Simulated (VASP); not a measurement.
A run of VASP 6.6.1:

Contents of INCAR:

```
PREC = Accurate
ENCUT = 520
EDIFF = 1E-8
ISMEAR = -1
SIGMA = 0.03
LREAL = False
LASPH = True
NELM = 80
ALGO = Normal
ISIF = 2
LWAVE = False
LCHARG = False
GGA = PE
LEFG = True
NBANDS = 16
```

KPOINTS

```
regular mesh
0
Gamma
  10 10 10
```

POSCAR

```
InSb
1.0
    0.0000000000      3.2605516185      3.2605516185
    3.2605516185      0.0000000000      3.2605516185
    3.2605516185      3.2605516185      0.0000000000
In Sb
1 1
Direct
    0.0000000000      0.0000000000      0.0000000000
    0.7500000000      0.7500000000      0.7500000000
```

Potentials or basis: VASP PAW PBE potentials, release 64 (In_d, Sb).

Command:

```sh
$ cat potpaw_PBE.64/In_d/POTCAR potpaw_PBE.64/Sb/POTCAR > POTCAR
$ mpirun -np 1 vasp_std > vasp.out
```

Hardware: 1 thread of Intel Xeon 8259CL, with other jobs on the host.

Q: Estimate the wall time of this run.

A: It took 100 s on 1 thread of Intel Xeon 8259CL, with other jobs on the host, peak memory 0.23 GiB. Counts: scf iterations 15, k points 47.
